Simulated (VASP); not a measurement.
A run of VASP 6.6.1 is set up as follows.

Contents of INCAR:

```
SYSTEM = Nb16H
ALGO = Normal ; EDIFF = 1E-6
ENCUT = 520 ; GGA = PE
ISIF = 2 ; ISMEAR = 0
LASPH = .True. ; LCHARG = .False.
LREAL = Auto ; LWAVE = .False.
NBANDS = 118 ; NELM = 60
PREC = Accurate ; SIGMA = 0.1
```

Contents of KPOINTS:

```
k-points
0
Gamma
  3 3 3
  0 0 0
```

POSCAR

```
Nb16H
1.0
    6.6000000000      0.0000000000      0.0000000000
    0.0000000000      6.6000000000      0.0000000000
    0.0000000000      0.0000000000      6.6000000000
Nb H
16 1
Direct
   -0.0000992424      0.0006845455      0.0001233333
    0.5004259091     -0.0008216667      0.0028562121
   -0.0000977273      0.4994339394      0.0001236364
   -0.0018781818      0.0097559091      0.4940537879
    0.2483107576      0.2500593939      0.2486622727
    0.5004263636      0.5009368182      0.0028565152
    0.4990834848     -0.0001260606      0.5024380303
    0.7470298485      0.2500600000      0.2475475758
   -0.0018768182      0.4903650000      0.4940546970
    0.2504845455      0.7500603030      0.2509465152
    0.2493740909      0.2500578788      0.7499706061
    0.4990836364      0.5002439394      0.5024389394
    0.7483478788      0.7500593939      0.2498213636
    0.7488368182      0.2500583333      0.7487563636
    0.2571709091      0.7500587879      0.7571163636
    0.7497069697      0.7500578788      0.7524398485
    0.0162231818      0.7500606061      0.6022266667
```

Potentials or basis: VASP PAW PBE potentials, release 64 (Nb_sv, H).

Command:

```sh
$ cat potpaw_PBE.64/Nb_sv/POTCAR potpaw_PBE.64/H/POTCAR > POTCAR
$ mpirun -np 1 vasp_std > vasp.out
```

(1) Estimate the band gap on the k mesh.

(2) Estimate the pressure.

(3) Estimate the largest force.

## Answers

(1) zero (an odd number of electrons rules out a gap without spin polarisation).

(2) 2.2 GPa.

(3) 0.440 eV/Å.
